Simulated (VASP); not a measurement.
# CsCl (Pm-3m) in VASP: a series of runs, part 2 of 2

VASP 6.6.1. Earlier steps stand in the parts before.

**4. Single point, PBE (36.01 Å³/atom)**

This run uses another cell than the first one, of 36.01 Å³/atom.

File INCAR:

```
SYSTEM = CsCl
PREC = Accurate
ENCUT = 500
EDIFF = 1E-6
ISMEAR = 0
SIGMA = 0.01
LREAL = .False.
LASPH = .True.
NELM = 120
ALGO = Normal
ISIF = 2
LWAVE = .False.
LCHARG = .False.
GGA = PE
NBANDS = 15
GGA_COMPAT = .False.
```

File KPOINTS:

```
Automatic mesh
0
Gamma
  6 6 6
  0 0 0
```

File POSCAR:

```
CsCl
1.0
    4.1604722611      0.0000000000      0.0000000000
    0.0000000000      4.1604722611      0.0000000000
    0.0000000000      0.0000000000      4.1604722611
Cs Cl
1 1
Direct
    0.0000000000      0.0000000000      0.0000000000
    0.5000000000      0.5000000000      0.5000000000
```

Potentials or basis: VASP PAW PBE potentials, release 64 (Cs_sv, Cl).

The run is started by

```
cat potpaw_PBE.64/Cs_sv/POTCAR potpaw_PBE.64/Cl/POTCAR > POTCAR
mpirun -np 1 vasp_std > vasp.out
```

OUTCAR:

```text
SYSTEM = CsCl
   PREC = Accurate
   ENCUT = 500
   EDIFF = 1E-6
   ISMEAR = 0
   LREAL = .False.
   LASPH = .True.
   NELM = 120
   ISIF = 2
   GGA = PE

 ion  position               nearest neighbor table
   1  0.000  0.000  0.000-
   2  0.500  0.500  0.500-

  LATTYP: Found a simple cubic cell.
 ALAT       =     4.1604722611

  Lattice vectors:

 A1 = (   4.1604722611,   0.0000000000,   0.0000000000)
 A2 = (   0.0000000000,   4.1604722611,   0.0000000000)
 A3 = (   0.0000000000,   0.0000000000,   4.1604722611)

Analysis of symmetry for initial positions (statically):
=====================================================================
 Subroutine PRICEL returns:
 Original cell was already a primitive cell.

 Routine SETGRP: Setting up the symmetry group for a
 simple cubic supercell.

 Subroutine GETGRP returns: Found 48 space group operations
 (whereof 48 operations were pure point group operations)
 out of a pool of 48 trial point group operations.

The static configuration has the point symmetry O_h .

Analysis of symmetry for dynamics (positions and initial velocities):
=====================================================================
 Subroutine PRICEL returns:
 Original cell was already a primitive cell.

 Routine SETGRP: Setting up the symmetry group for a
 simple cubic supercell.

 Subroutine GETGRP returns: Found 48 space group operations
 (whereof 48 operations were pure point group operations)
 out of a pool of 48 trial point group operations.

The dynamic configuration has the point symmetry O_h .

 Subroutine INISYM returns: Found 48 space group operations
 (whereof 48 operations are pure point group operations),
 and found     1 'primitive' translations

----------------------------------------------------------------------------------------

                                     Primitive cell

  volume of cell :      72.0158

  direct lattice vectors                    reciprocal lattice vectors
     4.160472261  0.000000000  0.000000000     0.240357329  0.000000000  0.000000000
     0.000000000  4.160472261  0.000000000     0.000000000  0.240357329  0.000000000
     0.000000000  0.000000000  4.160472261     0.000000000  0.000000000  0.240357329

  length of vectors
     4.160472261  4.160472261  4.160472261     0.240357329  0.240357329  0.240357329

  position of ions in fractional coordinates (direct lattice)
     0.000000000  0.000000000  0.000000000
     0.500000000  0.500000000  0.500000000

  ion indices of the primitive-cell ions
   primitive index   ion index
                 1           1
                 2           2

----------------------------------------------------------------------------------------

 KPOINTS: Automatic mesh

Automatic generation of k-mesh.
 Grid dimensions read from file:
 generate k-points for:    6    6    6

 Generating k-lattice:

  Cartesian coordinates                     Fractional coordinates (reciprocal lattice)
     0.040059555  0.000000000  0.000000000     0.166666667  0.000000000  0.000000000
     0.000000000  0.040059555  0.000000000     0.000000000  0.166666667  0.000000000
     0.000000000  0.000000000  0.040059555     0.000000000  0.000000000  0.166666667

  Length of vectors
     0.040059555  0.040059555  0.040059555

  Shift w.r.t. Gamma in fractional coordinates (k-lattice)
     0.000000000  0.000000000  0.000000000

 Subroutine IBZKPT returns following result:
 ===========================================

 Found     20 irreducible k-points:

 Following reciprocal coordinates:
            Coordinates               Weight
  0.000000  0.000000  0.000000      1.000000
  0.166667  0.000000  0.000000      6.000000
  0.333333  0.000000  0.000000      6.000000
  0.500000  0.000000  0.000000      3.000000
  0.166667  0.166667  0.000000     12.000000
  0.333333  0.166667  0.000000     24.000000
[... 12 lines left out ...]
  0.500000  0.500000  0.333333      6.000000
  0.500000  0.500000  0.500000      1.000000
   k-points           NKPTS =     20   k-points in BZ     NKDIM =     20   number of bands    NBANDS=     15
   number of dos      NEDOS =    301   number of ions     NIONS =      2
   total plane-waves  NPLWV =  27000
   dimension x,y,z NGX =    30 NGY =   30 NGZ =   30
   dimension x,y,z NGXF=    60 NGYF=   60 NGZF=   60
   ions per type =               1   1
   NGX,Y,Z   is equivalent  to a cutoff of  11.99, 11.99, 11.99 a.u.
   NGXF,Y,Z  is equivalent  to a cutoff of  23.98, 23.98, 23.98 a.u.
 SYSTEM =  CsCl
   PREC   = accura    normal or accurate (medium, high low for compatibility)
   ISTART =      0    job   : 0-new  1-cont  2-samecut
   ICHARG =      2    charge: 1-file 2-atom 10-const
   ISPIN  =      1    spin polarized calculation?
   LNONCOLLINEAR =      F non collinear calculations
   LSORBIT =      F    spin-orbit coupling
   LASPH  =      T    aspherical Exc in radial PAW
   ENCUT  =  500.0 eV  36.75 Ry    6.06 a.u.   7.59  7.59  7.59*2*pi/ulx,y,z
   NELM   =    120;   NELMIN=  2; NELMDL= -5     # of ELM steps
   EDIFF  = 0.1E-05   stopping-criterion for ELM
   LREAL  =      F    real-space projection
   EDIFFG = 0.1E-04   stopping-criterion for IOM
   NSW    =      0    number of steps for IOM
   IBRION =     -1    ionic relax: 0-MD 1-quasi-New 2-CG
   NFREE  =      0    steps in history (QN), initial steepest desc. (CG)
   ISIF   =      2    stress and relaxation
   ISYM   =      2    0-nonsym 1-usesym 2-fastsym
   POTIM  = 0.5000    time-step for ionic-motion
   TEBEG  =    0.0;   TEEND  =   0.0 temperature during run
   PSTRESS=    0.0 pullay stress
   NELECT =      16.0000    total number of electrons
   NUPDOWN=      -1.0000    fix difference up-down
   EMIN   =  10.00;   EMAX   =-10.00  energy-range for DOS
   EFERMI =   0.00;   METHOD = LEGACY
   ISMEAR =     0;   SIGMA  =   0.01  broadening in eV -4-tet -1-fermi 0-gaus
   EFERMI_NEDOS =   21; number of points for ismear=-14 and -15
   IALGO  =     38    algorithm
   IMIX   =      4    mixing-type and parameters
     AMIX     =   0.40;   BMIX     =  1.00
     AMIX_MAG =   1.60;   BMIX_MAG =  1.00
  volume/ion in A,a.u.               =      36.01       242.99
  Fermi-wavevector in a.u.,A,eV,Ry     =   0.991529  1.873719 13.376299  0.983130
  Thomas-Fermi vector in A             =   2.123277
   LORBIT       =      0    0 simple, 1 ext, 2 COOP (PROOUT), +10 PAW based schemes
   GGA     = PE    functional components
   LHFCALC =     F    Hartree Fock is set to
   AEXX    =    0.0000 exact exchange contribution
   IVDW    =     0    specifies the selected vdW correction
   LEPSILON=     F    determine dielectric tensor
   LRPA    =     F    only Hartree local field effects (RPA)
 non-spin polarized calculation
 Gauss-broadening in eV      SIGMA  =   0.01
  energy-cutoff  :      500.00
  volume of cell :       72.02
 maximum number of plane-waves:      1856
   NGX = 15   NGY = 15   NGZ = 15

 number of electron      15.9999995 magnetization

 Free energy of the ion-electron system (eV)
  ---------------------------------------------------
  ext. energy  EPLUGINS =         0.00000000
  ---------------------------------------------------
  free energy    TOTEN  =        -6.53672617 eV

  energy without entropy =       -6.53672617  energy(sigma->0) =       -6.53672617

 E-fermi :  -0.3469     XC(G=0):  -8.1333

 val. band max:       -0.4561913032   @ k =   0.0000   0.0000   0.0000
 cond. band min:       4.6823258681   @ k =   0.0000   0.0000   0.0000
 fundamental gap:      5.1385171713
 Fermi energy:        -0.3469085853

 k-point     1 :       0.0000    0.0000    0.0000
  band No.  band energies     occupation
      1     -19.8759      2.00000
      2     -12.5977      2.00000
      3      -6.3811      2.00000
      4      -6.3811      2.00000
      5      -6.3811      2.00000
      6      -0.4562      2.00000
      7      -0.4562      2.00000
      8      -0.4562      2.00000
      9       4.6823      0.00000
     10       4.9608      0.00000
     11       4.9608      0.00000
     12       9.4727      0.00000
     13       9.4727      0.00000
     14       9.4727      0.00000
[... 329 lines left out ...]
      2     -12.4403      2.00000
      3      -6.8805      2.00000
      4      -6.8805      2.00000
      5      -6.8805      2.00000
      6      -1.4862      2.00000
      7      -1.4862      2.00000
      8      -1.4862      2.00000
      9       7.9201      0.00000
     10       7.9201      0.00000
     11       7.9201      0.00000
     12       9.9155      0.00000
     13       9.9155      0.00000
     14       9.9155      0.00000
     15      11.7876      0.00000

------------------------ aborting loop because EDIFF is reached ----------------------------------------

  FORCE on cell =-STRESS in cart. coord.  units (eV):
  Direction    XX          YY          ZZ          XY          YZ          ZX
  --------------------------------------------------------------------------------------
  -------------------------------------------------------------------------------------
  Total        0.2352703      0.2352703      0.2352703     -0.0000000     -0.0000000     -0.0000000
  in kB        5.2341945      5.2341945      5.2341945     -0.0000000     -0.0000000     -0.0000000
  external PRESSURE =       5.2341945 kB  Pullay stress =       0.0000000 kB

 VOLUME and BASIS-vectors are now :
 -----------------------------------------------------------------------------
  energy-cutoff  :      500.00
  volume of cell :       72.02
      direct lattice vectors                 reciprocal lattice vectors
     4.160472261  0.000000000  0.000000000     0.240357329  0.000000000  0.000000000
     0.000000000  4.160472261  0.000000000     0.000000000  0.240357329  0.000000000
     0.000000000  0.000000000  4.160472261     0.000000000  0.000000000  0.240357329

 POSITION                                       TOTAL-FORCE (eV/Angst)
 -----------------------------------------------------------------------------------
      0.00000      0.00000      0.00000         0.000000      0.000000      0.000000
      2.08024      2.08024      2.08024         0.000000      0.000000      0.000000
 -----------------------------------------------------------------------------------
    total drift:                                0.000000      0.000000      0.000000

  FREE ENERGIE OF THE ION-ELECTRON SYSTEM (eV)
  ---------------------------------------------------
  free  energy   TOTEN  =        -6.5367261669 eV

  energy  without entropy=       -6.5367261669  energy(sigma->0) =       -6.53672617
```

stdout:

```text
POSCAR found type information on POSCAR CsCl
 POSCAR found :  2 types and       2 ions
 scaLAPACK will be used
 LDA part: xc-table for (Slater+PW92), standard interpolation
 POSCAR, INCAR and KPOINTS ok, starting setup
 FFT: planning ... GRIDC
 FFT: planning ... GRID_SOFT
 FFT: planning ... GRID
 WAVECAR not read
 entering main loop
```

Run time: 23 s. Hardware: 1 thread of Intel Xeon 8259CL, shared host; peak memory 0.17 GiB.

What came out:

```yaml
Free_energy: -6.5367 eV
Pressure: 0.5 GPa
Band_gap_on_the_k_mesh: 5.14 eV
```

Levels at points of the mesh, in eV from the valence-band top:
| k point | band 4 | band 5 | band 6 | band 7 | band 8 | band 9 | band 10 | band 11 | band 12 | band 13 |
| --- | --- | --- | --- | --- | --- | --- | --- | --- | --- | --- |
| (0.00, 0.00, 0.00) | -5.92 | -5.92 | 0.00 | 0.00 | 0.00 | 5.14 | 5.42 | 5.42 | 9.93 | 9.93 |
| (0.50, 0.00, 0.00) | -5.80 | -5.80 | -1.11 | -0.21 | -0.21 | 6.40 | 7.48 | 8.71 | 9.27 | 9.39 |
| (0.50, 0.50, 0.00) | -6.64 | -5.72 | -0.42 | -0.42 | -0.04 | 5.92 | 6.00 | 7.95 | 7.95 | 11.71 |
| (0.50, 0.50, 0.50) | -6.42 | -6.42 | -1.03 | -1.03 | -1.03 | 8.38 | 8.38 | 8.38 | 10.37 | 10.37 |

Caveat: spin-orbit coupling is left out, which moves the levels of the heavy elements.

**5. Single point, PBE**

This run uses another cell than the first one, of 37.12 Å³/atom.

INCAR is that of step 4.

KPOINTS is that of step 4.

File POSCAR:

```
CsCl
1.0
    4.2029289920      0.0000000000      0.0000000000
    0.0000000000      4.2029289920      0.0000000000
    0.0000000000      0.0000000000      4.2029289920
Cs Cl
1 1
Direct
    0.0000000000      0.0000000000      0.0000000000
    0.5000000000      0.5000000000      0.5000000000
```

Potentials or basis: VASP PAW PBE potentials, release 64 (Cs_sv, Cl).

The run is started by

```
cat potpaw_PBE.64/Cs_sv/POTCAR potpaw_PBE.64/Cl/POTCAR > POTCAR
mpirun -np 1 vasp_std > vasp.out
```

OUTCAR:

```text
SYSTEM = CsCl
   PREC = Accurate
   ENCUT = 500
   EDIFF = 1E-6
   ISMEAR = 0
   LREAL = .False.
   LASPH = .True.
   NELM = 120
   ISIF = 2
   GGA = PE

 ion  position               nearest neighbor table
   1  0.000  0.000  0.000-
   2  0.500  0.500  0.500-

  LATTYP: Found a simple cubic cell.
 ALAT       =     4.2029289920

  Lattice vectors:

 A1 = (   4.2029289920,   0.0000000000,   0.0000000000)
 A2 = (   0.0000000000,   4.2029289920,   0.0000000000)
[... 538 lines left out ...]

------------------------ aborting loop because EDIFF is reached ----------------------------------------

  FORCE on cell =-STRESS in cart. coord.  units (eV):
  Direction    XX          YY          ZZ          XY          YZ          ZX
  --------------------------------------------------------------------------------------
  -------------------------------------------------------------------------------------
  Total        0.0172676      0.0172676      0.0172676      0.0000000      0.0000000     -0.0000000
  in kB        0.3726365      0.3726365      0.3726365      0.0000000      0.0000000     -0.0000000
  external PRESSURE =       0.3726365 kB  Pullay stress =       0.0000000 kB

 VOLUME and BASIS-vectors are now :
 -----------------------------------------------------------------------------
  energy-cutoff  :      500.00
  volume of cell :       74.24
      direct lattice vectors                 reciprocal lattice vectors
     4.202928992  0.000000000  0.000000000     0.237929311  0.000000000  0.000000000
     0.000000000  4.202928992  0.000000000     0.000000000  0.237929311  0.000000000
     0.000000000  0.000000000  4.202928992     0.000000000  0.000000000  0.237929311

 POSITION                                       TOTAL-FORCE (eV/Angst)
 -----------------------------------------------------------------------------------
      0.00000      0.00000      0.00000         0.000000      0.000000      0.000000
      2.10146      2.10146      2.10146         0.000000      0.000000      0.000000
 -----------------------------------------------------------------------------------
    total drift:                                0.000000      0.000000     -0.000000

  FREE ENERGIE OF THE ION-ELECTRON SYSTEM (eV)
  ---------------------------------------------------
  free  energy   TOTEN  =        -6.5411486700 eV

  energy  without entropy=       -6.5411486700  energy(sigma->0) =       -6.54114867
```

OSZICAR:

```text
N       E                     dE             d eps       ncg     rms          rms(c)
DAV:   1     0.895124586714E+02    0.89512E+02   -0.65005E+03   600   0.884E+02
DAV:   2    -0.316678349638E+00   -0.89829E+02   -0.81908E+02   923   0.156E+02
DAV:   3    -0.691273313868E+01   -0.65961E+01   -0.65632E+01   775   0.455E+01
DAV:   4    -0.697622556125E+01   -0.63492E-01   -0.63483E-01   733   0.548E+00
DAV:   5    -0.697700248378E+01   -0.77692E-03   -0.77691E-03   817   0.615E-01    0.232E+00
DAV:   6    -0.658809031884E+01    0.38891E+00   -0.44805E-01   754   0.363E+00    0.167E+00
DAV:   7    -0.654047307410E+01    0.47617E-01   -0.14447E-01   761   0.199E+00    0.111E+00
DAV:   8    -0.654117391220E+01   -0.70084E-03   -0.18764E-02   740   0.864E-01    0.226E-01
DAV:   9    -0.654089420746E+01    0.27970E-03   -0.27202E-03   747   0.273E-01    0.106E-01
DAV:  10    -0.654113983348E+01   -0.24563E-03   -0.36839E-04   691   0.137E-01    0.122E-02
DAV:  11    -0.654114839641E+01   -0.85629E-05   -0.19785E-05   733   0.296E-02    0.134E-02
DAV:  12    -0.654114867002E+01   -0.27361E-06   -0.92505E-06   740   0.177E-02
   1 F= -.65411487E+01 E0= -.65411487E+01  d E =-.162059E-35
```

Run time: 18 s. Hardware: 1 thread of Intel Xeon 8259CL, shared host; peak memory 0.18 GiB.

Results:

- Free energy: -6.5411 eV
- Pressure: 0.0 GPa
- Band gap on the k mesh: 5.01 eV

Caveat: spin-orbit coupling is left out, which moves the levels of the heavy elements.

**6. The runs side by side**

```tsv
cell	gap on the mesh (eV)	pressure (GPa)
a = 4.137 Å, 2 atoms	5.21	0.8
a = 4.117 Å, 2 atoms	5.28	1.1
a = 4.160 Å, 2 atoms	5.14	0.5
a = 4.203 Å, 2 atoms	5.01	0.0
```

Alike in all rows: task single point; level PBE; potentials or basis VASP PAW PBE potentials, release 64 (Cs_sv, Cl); no spin polarisation; k mesh 6 × 6 × 6; cutoff (eV) 500; smearing gaussian 0.01 eV.

Caveats: spin-orbit coupling is left out, which moves the levels of the heavy elements.

Total energies depend on the potentials used, so only differences within one code and one set of settings carry meaning.
